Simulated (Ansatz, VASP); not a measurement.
**Two plane-wave programs on Be**

File INCAR:

```
ALGO = Fast
EDIFF = 1E-6
ENCUT = 520
GGA = RP
ISIF = 2
ISMEAR = -1
LASPH = T
LCHARG = F
LREAL = F
LWAVE = F
NBANDS = 9
NELM = 100
PREC = Accurate
SIGMA = 0.05
```

File KPOINTS:

```
k-points
0
Gamma
  8 8 4
```

The input POSCAR:

```
Be
1.0
    2.2853000000      0.0000000000      0.0000000000
   -1.1426500000      1.9791278553      0.0000000000
    0.0000000000      0.0000000000      3.5842000000
Be
2
Direct
    0.6666666667      0.3333333333      0.7500000000
    0.3333333333      0.6666666667      0.2500000000
```

Contents of input.yaml:

```yaml
crystal:
  lattice:
    - [2.2853, 0.0, 0.0]
    - [-1.14265, 1.9791278553, 0.0]
    - [0.0, 0.0, 3.5842]
  atoms:
    - { symbol: Be, position: [0.6666666667, 0.3333333333, 0.75] }
    - { symbol: Be, position: [0.3333333333, 0.6666666667, 0.25] }
hamiltonian:
  xc: rpbe
  pseudopotentials: { kind: paw }
kpoints:
  mp_grid: { grid: [8, 8, 4] }
scf:
  occupations: { method: fermi_dirac, width: 0.05 }
  n_extra_bands: 6
output:
  forces: true
  stress: true
  eigenvalues: true
  dos: { projected: true, de: 0.05, nscf_kmesh: { grid: [12, 12, 6] } }
```

Alike in both runs: functional RPBE; k mesh 8 × 8 × 4; occupations fermi-dirac, width 0.05 eV; no spin polarisation.

|  | VASP | Ansatz |
| --- | --- | --- |
| version | VASP 6.6.1 | Ansatz 0.2.0 |
| potentials or method | VASP PAW PBE potentials, release 64 (Be) | Ansatz PAW |
| plane-wave cutoff (eV) | 520 | 420 |
| valence electrons in the cell | 4 | 4 |
| task | single point | projected density of states |

```csv
,VASP,Ansatz,Ansatz less VASP
gap on the k mesh at the Fermi level (eV),none,none,-
pressure (GPa),0.2,0.2,-0.03
"traceless stress, the component that is largest in VASP (GPa)",2.56,2.53,-0.028
```

VASP's potentials were made for PBE, not for RPBE. A gap of «none» marks a metal or a gap that the smearing closes. The functional is the same, so the differences come from potentials, cutoffs and numerics.

The k mesh is coarse, so the values compare programs but aren't converged.
